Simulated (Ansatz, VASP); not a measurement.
One calculation of SnO2, two programs

Contents of INCAR:

```
ALGO = Normal
EDIFF = 1E-7
ENCUT = 520
GGA = PE
ISIF = 2
ISMEAR = 0
LASPH = T
LCHARG = F
LREAL = F
LWAVE = F
NBANDS = 20
NELM = 80
PREC = Accurate
SIGMA = 0.05
```

File KPOINTS:

```
k-points
0
Gamma
  12 12 12
```

Contents of POSCAR:

```
SnO2
1.0
    1.6587648191      0.9576883149      5.0460169415
   -1.6587648191      0.9576883149      5.0460169415
    0.0000000000     -1.9153766297      5.0460169415
Sn O
1 2
Direct
    0.5000000000      0.5000000000      0.5000000000
    0.2464043750      0.2464043750      0.2464043750
    0.7535956250      0.7535956250      0.7535956250
```

Input for Ansatz:

```yaml
crystal:
  lattice:
    - [1.6587648191, 0.9576883149, 5.0460169415]
    - [-1.6587648191, 0.9576883149, 5.0460169415]
    - [0.0, -1.9153766297, 5.0460169415]
  atoms:
    - { symbol: Sn, position: [0.5, 0.5, 0.5] }
    - { symbol: O, position: [0.246404375, 0.246404375, 0.246404375] }
    - { symbol: O, position: [0.753595625, 0.753595625, 0.753595625] }
basis:
  ecutwfc: 520.0
kpoints:
  mp_grid: { grid: [12, 12, 12] }
hamiltonian:
  xc: pbe
  pseudopotentials: { kind: paw, azcp: { folder: soft_1 } }
scf:
  occupations: { method: gaussian, width: 0.05 }
output:
  forces: true
  stress: true
  eigenvalues: true
  write_density: true
  write_potential: true
  elf: true
  volumetric_format: npy
```

Alike in both runs: task single point; functional PBE; k mesh 12 × 12 × 12; occupations gaussian, width 0.05 eV; no spin polarisation.

|  | VASP | Ansatz |
| --- | --- | --- |
| version | VASP 6.6.1 | Ansatz 0.2.0 |
| potentials or method | VASP PAW PBE potentials, release 64 (Sn_d, O), cutoff 520 eV | scalar-relativistic, plane waves, PAW |
| valence electrons in the cell | 26 | 26 |

```csv
,VASP,Ansatz,Ansatz less VASP
gap on the k mesh at the Fermi level (eV),1.24,1.26,+0.023
least direct gap on the mesh (eV),1.24,1.26,+0.023
pressure (GPa),-16.4,-16.8,-0.32
"traceless stress, the component that is largest in VASP (GPa)",-2.85,-2.71,+0.145
rms of the force components (eV/Å),1.146,1.168,+0.0215
```

Atom by atom the forces differ by 0.022 eV/Å (rms over components).
